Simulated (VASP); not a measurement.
Sn: single point with PBE

Sn:

```
CELL_PARAMETERS angstrom
0.00000 3.23334 3.23334
3.23334 0.00000 3.23334
3.23334 3.23334 0.00000
ATOMIC_POSITIONS crystal
Sn 0.00000 0.00000 0.00000
Sn 0.25000 0.25000 0.25000
```

```
Program                : VASP 6.6.1
Task                   : single point
Functional             : PBE
Potentials or basis    : VASP PAW PBE potentials, release 64 (Sn_d)
Cutoff                 : 520 eV
k mesh                 : 9 × 9 × 9
Occupations            : fermi-dirac, width 0.1 eV
Spin                   : no spin polarisation
Dipole correction      : no
Further INCAR settings : ALGO = Normal; EDIFF = 1e-07; NBANDS = 21
```

The pressure is 3.8 GPa. The band gap on the k mesh is zero (band 14 reaches 5.84 eV, above the bottom of band 15 at 5.79 eV).

Levels at points of the mesh, in eV from the Fermi level:
```csv
k point,band 12,band 13,band 14,band 15,band 16,band 17
"(0.00, 0.00, 0.00)",-0.58,0.07,0.07,0.07,2.14,2.14
```

Wall time 84 s on 1 thread of AMD EPYC 7R13, on a shared host, peak memory 0.18 GiB.

Caveat: spin-orbit coupling is left out, which moves the levels of the heavy elements.
